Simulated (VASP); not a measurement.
Crystal: V.

```
V
1.0
    -1.56323    1.56323    1.56323
     1.56323   -1.56323    1.56323
     1.56323    1.56323   -1.56323
V
1
Direct
  0.00000 0.00000 0.00000
```

```yaml
Program: VASP 6.6.1
Task: relaxation of cell and atoms
Functional: PBEsol
Potentials_or_basis: VASP PAW PBE potentials, release 64 (V_sv)
Cutoff: 700 eV
k_mesh: 16 × 16 × 16
Occupations: fermi-dirac, width 0.02 eV
Spin: collinear spin, ferromagnetic start
Starting_moments: "[2.0] μB"
Hubbard_terms: V d U = 6 eV
```

At the start: pressure 28.7 GPa; volume 15.28 Å³/atom.

**Question.** How do energy, volume and symmetry change on relaxing?

**Answer.** Over 6 steps the energy falls by 466.8 meV/atom and the volume is 21.77 Å³/atom (+42.4 %); space group Im-3m (No. 229, to 0.1 Å) before and after; moment 3.00 μB per cell.

Step by step:
| step | energy change (eV) | largest force (eV/Å) | pressure (GPa) | volume (Å³) |
| --- | --- | --- | --- | --- |
| 1 | 0.0000 | 0.0000 | 28.72 | 15.28 |
| 2 | -0.4611 | 0.0000 | -0.89 | 22.17 |
| 3 | -0.4621 | 0.0000 | 0.21 | 21.71 |
| 4 | -0.4622 | 0.0000 | -0.13 | 21.85 |
| 5 | -0.4667 | 0.0000 | -0.21 | 21.85 |
| 6 | -0.4668 | 0.0000 | -0.01 | 21.77 |

Final structure:
```yaml
crystal:
  lattice:
    - [-1.75889, 1.75889, 1.75889]
    - [1.75889, -1.75889, 1.75889]
    - [1.75889, 1.75889, -1.75889]
  atoms:
    - { symbol: V, position: [0.00000, 0.00000, 0.00000] }
```

Caveat: the electronic state changed during the relaxation; the volume moved by over 15 % at a fixed basis, so the end points are rough; the PAW data sets were made with another functional, which shifts forces and pressure a little; the U is typed as a test and isn't derived for this compound.
